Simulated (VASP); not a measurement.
# Cd (R-3m) in VASP: single point with PBE

Aim: the single point of Cd with PBE.

All numbers are computed with VASP 6.6.1; they aren't measurements. Logs are shortened: lines on timing, memory, paths and dates and some standing lists are left out, and cuts for length are marked.

### 1 The cell of the first run

It takes space group R-3m (No. 166, trigonal). Conventional cell: a = 3.077 Å, b = 3.077 Å, c = 8.414 Å, α = 90.00°, β = 90.00°, γ = 120.00°. Within 4.1 Å of Cd (site symmetry -3m) lie 12 Cd at 3.08 to 3.32 Å.

### 2 Single point, PBE

Input file INCAR:

```
PREC = Accurate
ENCUT = 520
EDIFF = 1E-6
ISMEAR = 0
SIGMA = 0.1
LREAL = False
LASPH = True
NELM = 100
ALGO = Fast
ISIF = 2
LWAVE = False
LCHARG = False
GGA = PE
NBANDS = 25
```

Input file KPOINTS:

```
Automatic mesh
0
Gamma
  18 18 6
```

Input file POSCAR:

```
Cd
1.0
    3.0770738609      0.0000000000      0.0000000000
   -1.5385369305      2.6648241329      0.0000000000
    0.0000000000      0.0000000000      8.4136238161
Cd
3
Direct
    0.0000000000      0.0000000000      0.0000000000
    0.3333333333      0.6666666667      0.3333333333
    0.6666666667      0.3333333333      0.6666666667
```

Potentials or basis: VASP PAW PBE potentials, release 64 (Cd).

Started as:

```bash
> cat potpaw_PBE.64/Cd/POTCAR > POTCAR
> mpirun -np 1 vasp_std > vasp.out
```

OUTCAR:

```text
PREC = Accurate
   ENCUT = 520
   EDIFF = 1E-6
   ISMEAR = 0
   LREAL = False
   LASPH = True
   NELM = 100
   ISIF = 2
   GGA = PE

 ion  position               nearest neighbor table
   1  0.000  0.000  0.000-   2 3.32   3 3.32   3 3.32   2 3.32   3 3.32   2 3.32
   2  0.333  0.667  0.333-   1 3.32   1 3.32   1 3.32   3 3.32   3 3.32   3 3.32
   3  0.667  0.333  0.667-   1 3.32   1 3.32   1 3.32   2 3.32   2 3.32   2 3.32

  LATTYP: Found a hexagonal cell.
 ALAT       =     3.0770738609
 C/A-ratio  =     2.7342937467

  Lattice vectors:

 A1 = (   3.0770738609,   0.0000000000,   0.0000000000)
 A2 = (  -1.5385369305,   2.6648241329,   0.0000000000)
 A3 = (   0.0000000000,   0.0000000000,   8.4136238161)

Analysis of symmetry for initial positions (statically):
=====================================================================
 Subroutine PRICEL returns following result:

  LATTYP: Found a trigonal (rhomboedric) cell.
 ALAT       =     3.3198764424
 COS(alpha) =     0.5704615901

  Lattice vectors:

 A1 = (   1.5385369303,  -0.8882747109,   2.8045412718)
 A2 = (  -0.0000000002,   1.7765494220,   2.8045412718)
 A3 = (  -1.5385369301,  -0.8882747111,   2.8045412726)

   3 primitive cells build up your supercell.

 Routine SETGRP: Setting up the symmetry group for a
 hexagonal supercell.

 Subroutine GETGRP returns: Found 12 space group operations
 (whereof 12 operations were pure point group operations)
 out of a pool of 24 trial point group operations.

The static configuration has the point symmetry D_3d.

Analysis of symmetry for dynamics (positions and initial velocities):
=====================================================================
 Subroutine PRICEL returns following result:

  LATTYP: Found a trigonal (rhomboedric) cell.
 ALAT       =     3.3198764424
 COS(alpha) =     0.5704615901

  Lattice vectors:

 A1 = (   1.5385369303,  -0.8882747109,   2.8045412718)
 A2 = (  -0.0000000002,   1.7765494220,   2.8045412718)
 A3 = (  -1.5385369301,  -0.8882747111,   2.8045412726)

   3 primitive cells build up your supercell.

 Routine SETGRP: Setting up the symmetry group for a
 hexagonal supercell.

 Subroutine GETGRP returns: Found 12 space group operations
 (whereof 12 operations were pure point group operations)
 out of a pool of 24 trial point group operations.
[... 88 lines left out ...]
   NGXF,Y,Z  is equivalent  to a cutoff of  25.93, 25.93, 25.29 a.u.
 SYSTEM =  unknown system
   PREC   = accura    normal or accurate (medium, high low for compatibility)
   ISTART =      0    job   : 0-new  1-cont  2-samecut
   ICHARG =      2    charge: 1-file 2-atom 10-const
   ISPIN  =      1    spin polarized calculation?
   LNONCOLLINEAR =      F non collinear calculations
   LSORBIT =      F    spin-orbit coupling
   LASPH  =      T    aspherical Exc in radial PAW
   ENCUT  =  520.0 eV  38.22 Ry    6.18 a.u.   5.72  5.72 15.64*2*pi/ulx,y,z
   NELM   =    100;   NELMIN=  2; NELMDL= -5     # of ELM steps
   EDIFF  = 0.1E-05   stopping-criterion for ELM
   LREAL  =      F    real-space projection
   EDIFFG = 0.1E-04   stopping-criterion for IOM
   NSW    =      0    number of steps for IOM
   IBRION =     -1    ionic relax: 0-MD 1-quasi-New 2-CG
   NFREE  =      0    steps in history (QN), initial steepest desc. (CG)
   ISIF   =      2    stress and relaxation
   ISYM   =      2    0-nonsym 1-usesym 2-fastsym
   POTIM  = 0.5000    time-step for ionic-motion
   TEBEG  =    0.0;   TEEND  =   0.0 temperature during run
   PSTRESS=    0.0 pullay stress
   NELECT =      36.0000    total number of electrons
   NUPDOWN=      -1.0000    fix difference up-down
   EMIN   =  10.00;   EMAX   =-10.00  energy-range for DOS
   EFERMI =   0.00;   METHOD = LEGACY
   ISMEAR =     0;   SIGMA  =   0.10  broadening in eV -4-tet -1-fermi 0-gaus
   EFERMI_NEDOS =   21; number of points for ismear=-14 and -15
   IALGO  =     68    algorithm
   IMIX   =      4    mixing-type and parameters
     AMIX     =   0.40;   BMIX     =  1.00
     AMIX_MAG =   1.60;   BMIX_MAG =  1.00
  volume/ion in A,a.u.               =      23.00       155.19
  Fermi-wavevector in a.u.,A,eV,Ry     =   1.317991  2.490642 23.634688  1.737101
  Thomas-Fermi vector in A             =   2.447993
   LORBIT       =      0    0 simple, 1 ext, 2 COOP (PROOUT), +10 PAW based schemes
   GGA     = PE    functional components
   LHFCALC =     F    Hartree Fock is set to
   AEXX    =    0.0000 exact exchange contribution
   IVDW    =     0    specifies the selected vdW correction
   LEPSILON=     F    determine dielectric tensor
   LRPA    =     F    only Hartree local field effects (RPA)
 non-spin polarized calculation
 RMM-DIIS sequential band-by-band and
 Gauss-broadening in eV      SIGMA  =   0.10
  energy-cutoff  :      520.00
  volume of cell :       68.99
 maximum number of plane-waves:      1876
 NGX is ok and might be reduce to    24
   NGX = 11   NGY = 11   NGZ = 31

 number of electron      36.0000017 magnetization

 Free energy of the ion-electron system (eV)
  ---------------------------------------------------
  ext. energy  EPLUGINS =         0.00000000
  ---------------------------------------------------
  free energy    TOTEN  =        -2.22497872 eV

  energy without entropy =       -2.22058585  energy(sigma->0) =       -2.22278229

 E-fermi :   2.4526     XC(G=0): -10.7043

 val. band max:        2.4478490246   @ k =   0.3889   0.1111   0.3333
 cond. band min:       2.4777991669   @ k =   0.3889   0.1667   0.3333
 fundamental gap:      0.0299501423
 Fermi energy:         2.4526055046

 k-point     1 :       0.0000    0.0000    0.0000
  band No.  band energies     occupation
      1      -6.9727      2.00000
      2      -6.9727      2.00000
      3      -6.7734      2.00000
      4      -6.5238      2.00000
      5      -6.5238      2.00000
      6      -6.5238      2.00000
[... 661 lines left out ...]
     24       8.7966      0.00000
     25      10.5775      0.00000

 [... further k-points ...]
[... 5 lines left out ...]
  --------------------------------------------------------------------------------------
  -------------------------------------------------------------------------------------
  Total        0.1242723      0.1242723      0.0658139     -0.0000000     -0.0000000     -0.0000000
  in kB        2.8859937      2.8859937      1.5284067     -0.0000000     -0.0000000     -0.0000000
  external PRESSURE =       2.4334647 kB  Pullay stress =       0.0000000 kB

 VOLUME and BASIS-vectors are now :
 -----------------------------------------------------------------------------
  energy-cutoff  :      520.00
  volume of cell :       68.99
      direct lattice vectors                 reciprocal lattice vectors
     3.077073861  0.000000000  0.000000000     0.324984074  0.187629643  0.000000000
    -1.538536931  2.664824133  0.000000000     0.000000000  0.375259285  0.000000000
     0.000000000  0.000000000  8.413623816     0.000000000  0.000000000  0.118854850

 POSITION                                       TOTAL-FORCE (eV/Angst)
 -----------------------------------------------------------------------------------
      0.00000      0.00000      0.00000        -0.000000      0.000000      0.000000
     -0.00000      1.77655      2.80454         0.000000      0.000000      0.000000
      1.53854      0.88827      5.60908        -0.000000     -0.000000     -0.000000
 -----------------------------------------------------------------------------------
    total drift:                               -0.000000      0.000000     -0.000000

  FREE ENERGIE OF THE ION-ELECTRON SYSTEM (eV)
  ---------------------------------------------------
  free  energy   TOTEN  =        -2.2249787222 eV

  energy  without entropy=       -2.2205858524  energy(sigma->0) =       -2.22278229
```

OSZICAR:

```text
N       E                     dE             d eps       ncg     rms          rms(c)
DAV:   1     0.282122619122E+03    0.28212E+03   -0.19483E+04 10156   0.144E+03
DAV:   2     0.492276949632E+01   -0.27720E+03   -0.26675E+03 10215   0.382E+02
DAV:   3    -0.233081570715E+01   -0.72536E+01   -0.72298E+01 11973   0.715E+01
DAV:   4    -0.234641272144E+01   -0.15597E-01   -0.15589E-01 10952   0.297E+00
DAV:   5    -0.234645628492E+01   -0.43563E-04   -0.43563E-04 11885   0.150E-01    0.469E+00
RMM:   6    -0.222776807810E+01    0.11869E+00   -0.34219E-01 10223   0.482E+00    0.386E+00
RMM:   7    -0.222386254633E+01    0.39055E-02   -0.42825E-02 10480   0.132E+00    0.185E+00
RMM:   8    -0.222482429024E+01   -0.96174E-03   -0.67436E-03 10534   0.101E+00    0.122E-01
RMM:   9    -0.222492581135E+01   -0.10152E-03   -0.72091E-04 10932   0.222E-01    0.605E-02
RMM:  10    -0.222498197067E+01   -0.56159E-04   -0.20981E-04 10691   0.169E-01    0.258E-02
RMM:  11    -0.222497875671E+01    0.32140E-05   -0.18759E-05 11052   0.365E-02    0.470E-03
RMM:  12    -0.222497872225E+01    0.34465E-07   -0.76800E-07  6905   0.951E-03
   1 F= -.22249787E+01 E0= -.22227823E+01  d E =-.439287E-02
```

stdout:

```text
POSCAR found type information on POSCAR Cd
 POSCAR found :  1 types and       3 ions
 scaLAPACK will be used
 LDA part: xc-table for (Slater+PW92), standard interpolation
 POSCAR, INCAR and KPOINTS ok, starting setup
 FFT: planning ... GRIDC
 FFT: planning ... GRID_SOFT
 FFT: planning ... GRID
 WAVECAR not read
 entering main loop
```

It took 2.3 min on 1 thread of AMD EPYC 9R45 (Zen 5), shared host; peak memory 0.34 GiB.

Results:

```yaml
Free_energy: -2.2250 eV
Pressure: 0.2 GPa
Band_gap_on_the_k_mesh: zero (bands 18 and 19 overlap by 4.36 eV)
```

The gap in the log of VASP goes by the Fermi energy; the results here count the filled bands.